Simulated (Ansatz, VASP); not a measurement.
## SiC in VASP and in Ansatz

INCAR

```
  ALGO = Normal
  EDIFF = 1E-6
  ENCUT = 520
  GGA = PE
  ISIF = 2
  ISMEAR = -1
  LASPH = T
  LCHARG = F
  LREAL = F
  LWAVE = F
  NBANDS = 11
  NELM = 60
  PREC = Accurate
  SIGMA = 0.02
```

Contents of KPOINTS:

```
k-points
0
Gamma
  10 10 10
```

The input POSCAR:

```
SiC
1.0
    0.0000000000      2.1780523510      2.2216133981
    2.1780523510      0.0000000000      2.2216133981
    2.1780523510      2.1780523510      0.0000000000
Si C
1 1
Direct
    0.0000000000      0.0000000000      0.0000000000
    0.2500000000      0.2500000000      0.2500000000
```

Input for Ansatz:

```yaml
crystal:
  lattice:
    - [0.0, 2.178052351, 2.2216133981]
    - [2.178052351, 0.0, 2.2216133981]
    - [2.178052351, 2.178052351, 0.0]
  atoms:
    - { symbol: Si, position: [0.0, 0.0, 0.0] }
    - { symbol: C, position: [0.25, 0.25, 0.25] }
kpoints:
  mp_grid: { grid: [10, 10, 10] }
  band_path:
    path:
      - [0.0, 0.0, 0.0]
      - [-0.5, -0.5, 0.0]
      - [-0.375, -0.375, 0.25]
      - [-0.375, 0.0, 0.375]
      - [0.0, 0.0, 0.5]
      - [-0.5, -0.25, 0.25]
      - [0.0, 0.5, 0.5]
    npoints: 1
hamiltonian:
  xc: pbe
scf:
  occupations: { method: fermi_dirac, width: 0.02 }
  n_extra_bands: 4
output:
  forces: true
  stress: true
  eigenvalues: true
```

Change from the starting cell: uniaxial_z strain +2.0%.

Alike in both runs: task single point; functional PBE; k mesh 10 × 10 × 10; occupations fermi-dirac, width 0.02 eV; no spin polarisation.

|  | VASP | Ansatz |
| --- | --- | --- |
| version | VASP 6.6.1 | Ansatz 0.2.0 |
| potentials or method | VASP PAW PBE potentials, release 64 (Si, C) | plane waves, PAW |
| plane-wave cutoff (eV) | 520 | 420 |
| valence electrons in the cell | 8 | 8 |

Ansatz gave:

| Property | Result |
| --- | --- |
| gap on the k mesh at the Fermi level (eV) | 1.27 |
| pressure (GPa) | -0.8 |
| traceless stress, the component that is largest in VASP (GPa) | -3.52 |

Question: Estimate VASP's values.

Answer: gap on the k mesh at the Fermi level (eV): 1.27; pressure (GPa): -0.8; traceless stress, the component that is largest in VASP (GPa): -3.53.
